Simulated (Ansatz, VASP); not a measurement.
## One calculation of Pd4Pt, two programs

```
Pd Pt
1.0
     4.42137    0.00000    0.00000
    -2.21069    3.82902    0.00000
     0.00000    0.00000    5.27853
Pd Pt
4 1
Cartesian
  0.0000 2.5527 1.3112
  2.2107 1.2763 1.3112
  2.2107 1.2763 3.9673
  0.0000 2.5527 3.9673
  0.0000 0.0000 2.6393
```

Alike in both runs: functional PBE; k mesh 5 × 5 × 3; occupations gaussian, width 0.2 eV; no spin polarisation.

Ansatz relaxed the structure, and its values are those at the end. VASP's run is a single point on that final structure, the one shown.

|  | VASP | Ansatz |
| --- | --- | --- |
| version | VASP 6.6.1 | Ansatz 0.2.0 |
| potentials or method | VASP PAW PBE potentials, release 64 (Pd, Pt), cutoff 520 eV | scalar-relativistic, plane waves, PAW |
| valence electrons in the cell | 50 | 90 |

|  | VASP | Ansatz | Ansatz less VASP |
| --- | --- | --- | --- |
| gap on the k mesh at the Fermi level (eV) | none | none | - |
| pressure (GPa) | -0.3 | 0.0 | +0.35 |

A gap of «none» marks a metal or a gap that the smearing closes. VASP's potentials hold 50 valence electrons a cell and Ansatz's 90, so a difference there can come from the potentials and not from the codes.

The k mesh is coarse, so the values compare programs but aren't converged. Spin-orbit coupling is off throughout.
